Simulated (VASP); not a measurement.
# ScTiN2 (P4/mmm) in VASP: relaxation of cell and atoms with PBE

Aim: the relaxation of cell and atoms of ScTiN2 with PBE.

Everything below comes from runs of VASP 6.6.1. Logs are shortened: lines on timing, memory, paths and dates and some standing lists are left out, and cuts for length are marked.

### 1 The cell of the first run

It takes space group P4/mmm (No. 123, tetragonal). The conventional cell has a = 3.085 Å, b = 3.085 Å, c = 4.387 Å, α = 90.00°, β = 90.00°, γ = 90.00°. Sc (site symmetry 4/mmm) has 6 N at 2.18 to 2.19 Å within 2.9 Å. Within 2.9 Å of Ti (site symmetry 4/mmm) lie 6 N at 2.18 to 2.19 Å. Within 2.9 Å of N (site symmetry 4/mmm) lie 4 Sc at 2.18 Å and 2 Ti at 2.19 Å. N (site symmetry 4/mmm) has 4 Ti at 2.18 Å and 2 Sc at 2.19 Å within 2.9 Å.

### 2 Relaxation of cell and atoms, PBE

INCAR

```
ALGO = Normal
EDIFF = 1E-6
EDIFFG = -0.01
ENCUT = 600
GGA = PE
IBRION = 2
ISIF = 3
ISMEAR = 0
LASPH = True
LCHARG = False
LREAL = False
LWAVE = False
NELM = 100
NSW = 100
PREC = Accurate
SIGMA = 0.1
```

KPOINTS

```
k-points
0
Gamma
  16 16 10
```

POSCAR

```
ScTiN2
1.0
    3.0846284431      0.0000000000      0.0000000000
    0.0000000000      3.0846284431      0.0000000000
    0.0000000000      0.0000000000      4.3865761631
Sc Ti N
1 1 2
Direct
    0.5000000000      0.5000000000      0.5000000000
    0.0000000000      0.0000000000      0.0000000000
    0.0000000000      0.0000000000      0.5000000000
    0.5000000000      0.5000000000      0.0000000000
```

Potentials or basis: VASP PAW PBE potentials, release 64 (Sc_sv, Ti_sv, N).

Command:

```bash
cat potpaw_PBE.64/Sc_sv/POTCAR potpaw_PBE.64/Ti_sv/POTCAR potpaw_PBE.64/N/POTCAR > POTCAR
mpirun -np 1 vasp_std > vasp.out
```

OUTCAR:

```text
EDIFF = 1E-6
   EDIFFG = -0.01
   ENCUT = 600
   GGA = PE
   IBRION = 2
   ISIF = 3
   ISMEAR = 0
   LASPH = True
   LREAL = False
   NELM = 100
   NSW = 100
   PREC = Accurate

 ion  position               nearest neighbor table
   1  0.500  0.500  0.500-   3 2.18   3 2.18   3 2.18   3 2.18   4 2.19   4 2.19   2 3.09   2 3.09
                             2 3.09   2 3.09   2 3.09   2 3.09   2 3.09   2 3.09
   2  0.000  0.000  0.000-   4 2.18   4 2.18   4 2.18   4 2.18   3 2.19   3 2.19   1 3.09   1 3.09
                             1 3.09   1 3.09   1 3.09   1 3.09   1 3.09   1 3.09
   3  0.000  0.000  0.500-   1 2.18   1 2.18   1 2.18   1 2.18   2 2.19   2 2.19
   4  0.500  0.500  0.000-   2 2.18   2 2.18   2 2.18   2 2.18   1 2.19   1 2.19

  LATTYP: Found a simple tetragonal cell.
 ALAT       =     3.0846284431
 C/A-ratio  =     1.4220760276

  Lattice vectors:

 A1 = (   3.0846284431,   0.0000000000,   0.0000000000)
 A2 = (   0.0000000000,   3.0846284431,   0.0000000000)
 A3 = (   0.0000000000,   0.0000000000,   4.3865761631)

Analysis of symmetry for initial positions (statically):
=====================================================================
 Subroutine PRICEL returns:
 Original cell was already a primitive cell.

 Routine SETGRP: Setting up the symmetry group for a
 simple tetragonal supercell.

 Subroutine GETGRP returns: Found 16 space group operations
 (whereof 16 operations were pure point group operations)
 out of a pool of 16 trial point group operations.

The static configuration has the point symmetry D_4h.

Analysis of symmetry for dynamics (positions and initial velocities):
=====================================================================
 Subroutine PRICEL returns:
 Original cell was already a primitive cell.

 Routine SETGRP: Setting up the symmetry group for a
 simple tetragonal supercell.

 Subroutine GETGRP returns: Found 16 space group operations
 (whereof 16 operations were pure point group operations)
 out of a pool of 16 trial point group operations.

The dynamic configuration has the point symmetry D_4h.

 Subroutine INISYM returns: Found 16 space group operations
 (whereof 16 operations are pure point group operations),
 and found     1 'primitive' translations

----------------------------------------------------------------------------------------

                                     Primitive cell

  volume of cell :      41.7380

  direct lattice vectors                    reciprocal lattice vectors
     3.084628443  0.000000000  0.000000000     0.324188154  0.000000000  0.000000000
     0.000000000  3.084628443  0.000000000     0.000000000  0.324188154  0.000000000
     0.000000000  0.000000000  4.386576163     0.000000000  0.000000000  0.227968229

  length of vectors
     3.084628443  3.084628443  4.386576163     0.324188154  0.324188154  0.227968229

  position of ions in fractional coordinates (direct lattice)
     0.500000000  0.500000000  0.500000000
     0.000000000  0.000000000  0.000000000
     0.000000000  0.000000000  0.500000000
     0.500000000  0.500000000  0.000000000

  ion indices of the primitive-cell ions
   primitive index   ion index
                 1           1
                 2           2
                 3           3
                 4           4

----------------------------------------------------------------------------------------

 KPOINTS: k-points

Automatic generation of k-mesh.
 Grid dimensions read from file:
 generate k-points for:   16   16   10

 Generating k-lattice:

  Cartesian coordinates                     Fractional coordinates (reciprocal lattice)
     0.020261760  0.000000000  0.000000000     0.062500000  0.000000000  0.000000000
     0.000000000  0.020261760  0.000000000     0.000000000  0.062500000  0.000000000
     0.000000000  0.000000000  0.022796823     0.000000000  0.000000000  0.100000000

  Length of vectors
     0.020261760  0.020261760  0.022796823

  Shift w.r.t. Gamma in fractional coordinates (k-lattice)
     0.000000000  0.000000000  0.000000000

 Subroutine IBZKPT returns following result:
 ===========================================

 Found    270 irreducible k-points:

 Following reciprocal coordinates:
            Coordinates               Weight
  0.000000  0.000000  0.000000      1.000000
  0.062500  0.000000  0.000000      4.000000
  0.125000  0.000000  0.000000      4.000000
  0.187500  0.000000  0.000000      4.000000
  0.250000  0.000000  0.000000      4.000000
  0.312500  0.000000  0.000000      4.000000
[... 16 lines left out ...]
  0.437500  0.125000  0.000000      8.000000
  0.500000  0.125000  0.000000      4.000000
 [... further k-points ...]
   k-points           NKPTS =    270   k-points in BZ     NKDIM =    270   number of bands    NBANDS=     20
   number of dos      NEDOS =    301   number of ions     NIONS =      4
   total plane-waves  NPLWV =  28224
   dimension x,y,z NGX =    28 NGY =   28 NGZ =   36
   dimension x,y,z NGXF=    56 NGYF=   56 NGZF=   72
   ions per type =               1   1   2
   NGX,Y,Z   is equivalent  to a cutoff of  15.09, 15.09, 13.64 a.u.
   NGXF,Y,Z  is equivalent  to a cutoff of  30.18, 30.18, 27.29 a.u.
 SYSTEM =  unknown system
   PREC   = accura    normal or accurate (medium, high low for compatibility)
   ISTART =      0    job   : 0-new  1-cont  2-samecut
   ICHARG =      2    charge: 1-file 2-atom 10-const
   ISPIN  =      1    spin polarized calculation?
   LNONCOLLINEAR =      F non collinear calculations
   LSORBIT =      F    spin-orbit coupling
   LASPH  =      T    aspherical Exc in radial PAW
   ENCUT  =  600.0 eV  44.10 Ry    6.64 a.u.   6.16  6.16  8.76*2*pi/ulx,y,z
   NELM   =    100;   NELMIN=  2; NELMDL= -5     # of ELM steps
   EDIFF  = 0.1E-05   stopping-criterion for ELM
   LREAL  =      F    real-space projection
   EDIFFG = -.1E-01   stopping-criterion for IOM
   NSW    =    100    number of steps for IOM
   IBRION =      2    ionic relax: 0-MD 1-quasi-New 2-CG
   NFREE  =      1    steps in history (QN), initial steepest desc. (CG)
   ISIF   =      3    stress and relaxation
   ISYM   =      2    0-nonsym 1-usesym 2-fastsym
   POTIM  = 0.5000    time-step for ionic-motion
   TEBEG  =    0.0;   TEEND  =   0.0 temperature during run
   PSTRESS=    0.0 pullay stress
   NELECT =      33.0000    total number of electrons
   NUPDOWN=      -1.0000    fix difference up-down
   EMIN   =  10.00;   EMAX   =-10.00  energy-range for DOS
   EFERMI =   0.00;   METHOD = LEGACY
   ISMEAR =     0;   SIGMA  =   0.10  broadening in eV -4-tet -1-fermi 0-gaus
   EFERMI_NEDOS =   21; number of points for ismear=-14 and -15
   IALGO  =     38    algorithm
   IMIX   =      4    mixing-type and parameters
     AMIX     =   0.40;   BMIX     =  1.00
     AMIX_MAG =   1.60;   BMIX_MAG =  1.00
  volume/ion in A,a.u.               =      10.43        70.42
  Fermi-wavevector in a.u.,A,eV,Ry     =   1.513802  2.860671 31.179054  2.291596
  Thomas-Fermi vector in A             =   2.623544
   LORBIT       =      0    0 simple, 1 ext, 2 COOP (PROOUT), +10 PAW based schemes
   GGA     = PE    functional components
   LHFCALC =     F    Hartree Fock is set to
   AEXX    =    0.0000 exact exchange contribution
   IVDW    =     0    specifies the selected vdW correction
   LEPSILON=     F    determine dielectric tensor
   LRPA    =     F    only Hartree local field effects (RPA)
 conjugate gradient relaxation of ions
 non-spin polarized calculation
 Gauss-broadening in eV      SIGMA  =   0.10
  energy-cutoff  :      600.00
  volume of cell :       41.74
 maximum number of plane-waves:      1416
 NGX is ok and might be reduce to    28
   NGX = 13   NGY = 13   NGZ = 17

--------------------------------------- Ionic step        1  -------------------------------------------

 number of electron      32.9999994 magnetization

 Free energy of the ion-electron system (eV)
  ---------------------------------------------------
  ext. energy  EPLUGINS =         0.00000000
  ---------------------------------------------------
  free energy    TOTEN  =       -37.93239438 eV

  energy without entropy =      -37.92503387  energy(sigma->0) =      -37.92871412

------------------------ aborting loop because EDIFF is reached ----------------------------------------

  FORCE on cell =-STRESS in cart. coord.  units (eV):
  Direction    XX          YY          ZZ          XY          YZ          ZX
  --------------------------------------------------------------------------------------
  -------------------------------------------------------------------------------------
  Total        0.5062905      0.5062905     -0.4348123      0.0000000      0.0000000      0.0000000
  in kB       19.4347489     19.4347489    -16.6909464      0.0000000      0.0000000      0.0000000
  external PRESSURE =       7.3928505 kB  Pullay stress =       0.0000000 kB

 VOLUME and BASIS-vectors are now :
 -----------------------------------------------------------------------------
  energy-cutoff  :      600.00
  volume of cell :       41.74
      direct lattice vectors                 reciprocal lattice vectors
     3.084628443  0.000000000  0.000000000     0.324188154  0.000000000  0.000000000
     0.000000000  3.084628443  0.000000000     0.000000000  0.324188154  0.000000000
     0.000000000  0.000000000  4.386576163     0.000000000  0.000000000  0.227968229
[... 115 lines left out ...]
 POSITION                                       TOTAL-FORCE (eV/Angst)
 -----------------------------------------------------------------------------------
      1.54890      1.54890      2.17691         0.000000     -0.000000      0.000000
      0.00000      3.09780      0.00000        -0.000000      0.000000      0.000000
      0.00000      3.09780      2.17691        -0.000000      0.000000      0.000000
      1.54890      1.54890      0.00000        -0.000000      0.000000      0.000000
 -----------------------------------------------------------------------------------
    total drift:                                0.000000      0.000000      0.000000

  FREE ENERGIE OF THE ION-ELECTRON SYSTEM (eV)
  ---------------------------------------------------
  free  energy   TOTEN  =       -37.9357423916 eV

  energy  without entropy=      -37.9286407022  energy(sigma->0) =      -37.93219155

--------------------------------------- Ionic step        5  -------------------------------------------

 number of electron      32.9999995 magnetization

 Free energy of the ion-electron system (eV)
  ---------------------------------------------------
  ext. energy  EPLUGINS =         0.00000000
  ---------------------------------------------------
  free energy    TOTEN  =       -37.93594508 eV

  energy without entropy =      -37.92877295  energy(sigma->0) =      -37.93235901

 E-fermi :   8.7921     XC(G=0): -12.4434

 val. band max:        8.7841481930   @ k =   0.4375   0.3125   0.2000
 cond. band min:       8.7927958127   @ k =   0.2500   0.0000   0.2000
 fundamental gap:      0.0086476197
 Fermi energy:         8.7920687316

 k-point     1 :       0.0000    0.0000    0.0000
  band No.  band energies     occupation
      1     -49.1684      2.00000
      2     -40.1339      2.00000
      3     -25.4253      2.00000
      4     -25.3206      2.00000
      5     -25.3206      2.00000
      6     -18.8913      2.00000
[... 12 lines left out ...]
     19       8.8699      0.27132
     20       9.4839      0.00000
[... 507 lines left out ...]
 k-point    24 :       0.5000    0.1250    0.0000
  band No.  band energies     occupation
      1     -49.1444      2.00000
      2     -40.0818      2.00000
      3     -25.5500      2.00000
      4     -25.3930      2.00000
      5     -25.3218      2.00000
      6     -19.1754      2.00000
[... 12 lines left out ...]
     19      10.3880      0.00000
     20      11.3516      0.00000

 [... further k-points ...]
[... 5 lines left out ...]
  --------------------------------------------------------------------------------------
  -------------------------------------------------------------------------------------
  Total       -0.0055227     -0.0055227     -0.0020587      0.0000000     -0.0000000      0.0000000
  in kB       -0.2113180     -0.2113180     -0.0787746      0.0000000     -0.0000000      0.0000000
  external PRESSURE =      -0.1671369 kB  Pullay stress =       0.0000000 kB

 VOLUME and BASIS-vectors are now :
 -----------------------------------------------------------------------------
  energy-cutoff  :      600.00
  volume of cell :       41.87
      direct lattice vectors                 reciprocal lattice vectors
     3.098607511 -0.000000000  0.000000000     0.322725610  0.000000000 -0.000000000
     0.000000000  3.098607511  0.000000000     0.000000000  0.322725610  0.000000000
     0.000000000 -0.000000000  4.361044350    -0.000000000 -0.000000000  0.229302873

 POSITION                                       TOTAL-FORCE (eV/Angst)
 -----------------------------------------------------------------------------------
      1.54930      1.54930      2.18052         0.000000     -0.000000      0.000000
      0.00000     -0.00000      4.36104         0.000000     -0.000000      0.000000
      0.00000     -0.00000      2.18052        -0.000000      0.000000      0.000000
      1.54930      1.54930      4.36104        -0.000000      0.000000      0.000000
 -----------------------------------------------------------------------------------
    total drift:                               -0.000000      0.000000      0.000000

  FREE ENERGIE OF THE ION-ELECTRON SYSTEM (eV)
  ---------------------------------------------------
  free  energy   TOTEN  =       -37.9359450818 eV

  energy  without entropy=      -37.9287729475  energy(sigma->0) =      -37.93235901

 reached required accuracy - stopping structural energy minimisation
```

It took 30 min on 1 thread of Intel Xeon 8259CL, shared host; peak memory 0.44 GiB.

What came out:

* Free energy: -37.9359 eV
* Relaxed volume: 10.47 Å³/atom
* Relaxed cell: a = 3.099 Å, b = 3.099 Å, c = 4.361 Å, α = 90.00°, β = 90.00°, γ = 90.00°
* Space group after relaxing (to 0.05 Å): P4/mmm (No. 123)
* Energy gained by relaxing: 0.9 meV/atom
* Ionic steps: 5
* Pressure after relaxing: 0.0 GPa

The path:
| step | energy change (eV) | largest force (eV/Å) | pressure (GPa) | volume (Å³) |
| --- | --- | --- | --- | --- |
| 1 | 0.0000 | 0.0000 | 0.74 | 41.74 |
| 2 | -0.0031 | 0.0000 | -0.87 | 42.03 |
| 3 | -0.0033 | 0.0000 | -0.58 | 41.97 |
| 4 | -0.0033 | 0.0000 | 0.48 | 41.78 |
| 5 | -0.0036 | 0.0000 | -0.02 | 41.87 |

Final structure:
```
Sc Ti N
1.0
     3.09861    0.00000    0.00000
     0.00000    3.09861    0.00000
     0.00000    0.00000    4.36104
Sc Ti N
1 1 2
Direct
  0.50000 0.50000 0.50000
  0.00000 0.00000 0.00000
  0.00000 0.00000 0.50000
  0.50000 0.50000 0.00000
```

Levels at points of the mesh, in eV from the Fermi level:
```
           k point  band 13  band 14  band 15  band 16  band 17  band 18  band 19  band 20
(0.00, 0.00, 0.00)    -2.61    -2.21    -1.48    -1.44    -1.44     0.08     0.08     0.69
(0.50, 0.00, 0.00)    -4.58    -4.14    -4.06    -3.97     0.83     1.53     1.60     2.61
(0.50, 0.50, 0.00)    -2.66    -2.45    -2.45    -2.39    -2.11    -2.11     1.72     2.04
(0.00, 0.00, 0.50)    -2.71    -2.71    -2.42    -2.42    -1.68    -0.15     0.95     1.75
(0.50, 0.00, 0.50)    -4.79    -4.73    -4.31    -4.28     1.60     1.63     1.98     3.82
(0.50, 0.50, 0.50)    -4.65    -4.30    -4.21    -4.21     1.02     1.02     2.04     2.60
```
